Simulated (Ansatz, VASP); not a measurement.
## Hf in VASP and in Ansatz

File INCAR:

```
PREC = Accurate
ENCUT = 520
EDIFF = 1E-7
ISMEAR = 0
SIGMA = 0.15
LREAL = F
LASPH = T
NELM = 100
ALGO = Fast
ISIF = 2
LWAVE = F
LCHARG = F
GGA = PS
NBANDS = 11
```

The input KPOINTS:

```
regular mesh
0
Gamma
  20 20 20
```

The input POSCAR:

```
Hf
1.0
   -1.5853320300      1.8118080343      1.8118080343
    1.8118080343     -1.5853320300      1.8118080343
    1.8118080343      1.8118080343     -1.5853320300
Hf
1
Direct
    0.0000000000      0.0000000000      0.0000000000
```

Input for Ansatz:

```yaml
crystal:
  lattice:
    - [-1.58533203, 1.8118080343, 1.8118080343]
    - [1.8118080343, -1.58533203, 1.8118080343]
    - [1.8118080343, 1.8118080343, -1.58533203]
  atoms:
    - { symbol: Hf, position: [0.0, 0.0, 0.0] }
basis:
  ecutwfc: 420
kpoints:
  mp_grid: { grid: [20, 20, 20] }
hamiltonian:
  xc: pbesol
scf:
  occupations: { method: gaussian, width: 0.15 }
output:
  forces: true
  stress: true
  eigenvalues: true
```

Alike in both runs: task single point; functional PBEsol; k mesh 20 × 20 × 20; occupations gaussian, width 0.15 eV; no spin polarisation.

|  | VASP | Ansatz |
| --- | --- | --- |
| version | VASP 6.6.1 | Ansatz 0.2.0 |
| potentials or method | VASP PAW PBE potentials, release 64 (Hf_pv), cutoff 520 eV | scalar-relativistic, plane waves, PAW |
| valence electrons in the cell | 10 | 26 |

VASP gave:

| Property | Result |
| --- | --- |
| gap on the k mesh at the Fermi level (eV) | none |
| pressure (GPa) | -8.2 |
| traceless stress, the component that is largest in VASP (GPa) | -4.92 |

**Question.** Estimate Ansatz's values.

**Answer.** gap on the k mesh at the Fermi level (eV): none; pressure (GPa): -8.0; traceless stress, the component that is largest in VASP (GPa): -4.95.

VASP's potentials were made for PBE, not for PBEsol. A gap of «none» marks a metal or a gap that the smearing closes. VASP's potentials hold 10 valence electrons a cell and Ansatz's 26, so a difference there can come from the potentials and not from the codes.

Spin-orbit coupling is off throughout.
